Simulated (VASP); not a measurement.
Set up this calculation in VASP 6.6.1, as the native input.

- Task: relaxation of cell and atoms
- Functional: PBE
- Potentials or basis: VASP PAW PBE potentials, release 64 (Ge_d, W_sv)
- Cutoff: 600 eV
- k mesh: 9 × 9 × 9
- Occupations: fermi-dirac, width 0.05 eV
- Spin: no spin polarisation
- Hubbard terms: W d U = 5.0 eV
- Dipole correction: no
- Further INCAR settings: ALGO = Normal; EDIFF = 1e-06; IBRION = 2; EDIFFG = -0.01; NSW = 60; ISIF = 3

The structure of GeW lies in POSCAR:

```
GeW
1.0
    0.0000000000      2.5776100000      2.5776100000
    2.5776100000      0.0000000000      2.5776100000
    2.5776100000      2.5776100000      0.0000000000
Ge W
1 1
Direct
    0.5000000000      0.5000000000      0.5000000000
    0.0000000000      0.0000000000      0.0000000000
```

One way to write it, as run:

INCAR

```
SYSTEM = GeW
PREC     = Accurate       ! precision mode
ENCUT    = 600            ! plane-wave cutoff, eV
EDIFF    = 1E-6           ! SCF threshold, eV
ISMEAR   = -1             ! smearing method
SIGMA    = 0.05           ! smearing width, eV
LREAL    = .False.        ! projectors in reciprocal space
LASPH    = .True.         ! aspherical terms in the spheres
NELM     = 150            ! most SCF steps
ALGO     = Normal         ! electronic algorithm
ISIF     = 3              ! what is computed and relaxed
LWAVE    = .False.        ! write WAVECAR
LCHARG   = .False.        ! write CHGCAR
LMAXMIX  = 4              ! l up to which the mixer works
LDAU     = .True.         ! DFT+U
LDAUTYPE = 2            
LDAUL    = -1 2           ! shell
LDAUU    = 0 5            ! U, eV
LDAUJ    = 0 0          
LDAUPRINT= 1            
GGA      = PE             ! functional
IBRION   = 2              ! ionic algorithm
NSW      = 60             ! ionic steps
EDIFFG   = -0.01          ! ionic threshold
```

KPOINTS

```
regular mesh
0
Gamma
  9 9 9
  0 0 0
```

Potentials or basis: VASP PAW PBE potentials, release 64 (Ge_d, W_sv).

Run with:

```console
$ cat potpaw_PBE.64/Ge_d/POTCAR potpaw_PBE.64/W_sv/POTCAR > POTCAR
$ mpirun -np 1 vasp_std > vasp.out
```

Results of the run:

The relaxed volume is 17.62 Å³/atom. The relaxed cell is a = 3.680 Å, b = 3.680 Å, c = 3.680 Å, α = 60.00°, β = 60.00°, γ = 60.00°. The space group after relaxing (to 0.05 Å) is Fm-3m (No. 225), the energy gained by relaxing is 7.3 meV/atom and the ionic steps are 3. The pressure after relaxing is 0.0 GPa and the band gap on the k mesh is zero (band 14 reaches 9.65 eV, above the bottom of band 15 at 7.93 eV).

Caveat: spin-orbit coupling is left out, which moves the levels of the heavy elements; U without spin polarisation on a metal has little footing; the U is typed as a test and isn't derived for this compound.

Wall time 63 s on 1 thread of Intel(R) Xeon(R) Platinum 8488C (Sapphire Rapids), on a shared host, peak memory 0.19 GiB.
